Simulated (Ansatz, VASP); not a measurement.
**HfO2 in VASP and in Ansatz**

The input INCAR:

```
  ALGO = Normal
  EDIFF = 1E-6
  ENCUT = 520
  GGA = PS
  ISIF = 2
  ISMEAR = 0
  LASPH = T
  LCHARG = T
  LELF = T
  LREAL = F
  LVHAR = T
  LWAVE = F
  NBANDS = 18
  NELM = 80
  PREC = Accurate
  SIGMA = 0.05
```

File KPOINTS:

```
k-points
0
Gamma
  8 8 8
```

Contents of POSCAR:

```
HfO2
1.0
    0.0000000000      2.3409910494      2.3409910494
    2.3409910494      0.0000000000      2.3409910494
    2.3409910494      2.3409910494      0.0000000000
Hf O
1 2
Direct
    0.0000000000      0.0000000000      0.0000000000
    0.2500000000      0.2500000000      0.2500000000
    0.7500000000      0.7500000000      0.7500000000
```

Input for Ansatz:

```yaml
crystal:
  lattice:
    - [0.0, 2.3409910494, 2.3409910494]
    - [2.3409910494, 0.0, 2.3409910494]
    - [2.3409910494, 2.3409910494, 0.0]
  atoms:
    - { symbol: Hf, position: [0.0, 0.0, 0.0] }
    - { symbol: O, position: [0.25, 0.25, 0.25] }
    - { symbol: O, position: [0.75, 0.75, 0.75] }
basis:
  ecutwfc: 420
  ecutrho_ratio: 4
kpoints:
  mp_grid: { grid: [8, 8, 8] }
hamiltonian:
  xc: pbesol
scf:
  occupations: { method: gaussian, width: 0.05 }
output:
  forces: true
  stress: true
  eigenvalues: true
```

Alike in both runs: task single point; functional PBEsol; k mesh 8 × 8 × 8; occupations gaussian, width 0.05 eV; no spin polarisation.

|  | VASP | Ansatz |
| --- | --- | --- |
| version | VASP 6.6.1 | Ansatz 0.2.0 |
| potentials or method | VASP PAW PBE potentials, release 64 (Hf_pv, O), cutoff 520 eV | scalar-relativistic, plane waves, PAW |
| valence electrons in the cell | 22 | 38 |

Ansatz gave:

```
gap on the k mesh at the Fermi level (eV) : 4.12
least direct gap on the mesh (eV)         : 4.16
```

Which values does VASP return?

gap on the k mesh at the Fermi level (eV): 4.22; least direct gap on the mesh (eV): 4.28.

VASP's potentials were made for PBE, not for PBEsol. VASP's potentials hold 22 valence electrons a cell and Ansatz's 38, so a difference there can come from the potentials and not from the codes.

Spin-orbit coupling is off throughout.
